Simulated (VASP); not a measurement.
A run of VASP 6.6.1 is set up as follows.

INCAR

```
SYSTEM = Mg2GeN3
  ALGO = Normal
  EDIFF = 1E-7
  ENCUT = 520
  GGA = PE
  ISIF = 2
  ISMEAR = 0
  LASPH = .True.
  LCHARG = .False.
  LREAL = .False.
  LWAVE = .False.
  NBANDS = 26
  NELM = 100
  PREC = Accurate
  SIGMA = 0.1
```

File KPOINTS:

```
k-points
0
Gamma
  12 12 12
  0 0 0
```

The input POSCAR:

```
Mg2GeN3
1.0
    1.5117701545      0.8728209056      7.9371736899
   -1.5117701545      0.8728209056      7.9371736899
    0.0000000000     -1.7456418113      7.9371736898
Mg Ge N
2 1 3
Direct
    0.1150800835      0.1150800835      0.1150800835
    0.8849199165      0.8849199165      0.8849199165
    0.0000000000      0.0000000000      0.0000000000
    0.3795937592      0.3795937592      0.3795937592
    0.6204062408      0.6204062408      0.6204062408
    0.5000000000      0.5000000000      0.5000000000
```

Potentials or basis: VASP PAW PBE potentials, release 64 (Mg, Ge_d, N).

Command:

```bash
$ cat potpaw_PBE.64/Mg/POTCAR potpaw_PBE.64/Ge_d/POTCAR potpaw_PBE.64/N/POTCAR > POTCAR
$ mpirun -np 1 vasp_std > vasp.out
```

Problem. Predict the largest force.

Solution. 0.036 eV/Å.

Problem. Predict the pressure.

Solution. -0.3 GPa.

Problem. What does it give for the band gap on the k mesh?

Solution. Zero (an odd number of electrons rules out a gap without spin polarisation).

Forces on the atoms (eV/Å):
```
Mg   0.000  0.000 -0.005
Mg   0.000  0.000  0.005
Ge   0.000  0.000  0.000
N    0.000  0.000  0.036
N    0.000  0.000 -0.036
N    0.000  0.000  0.000
```
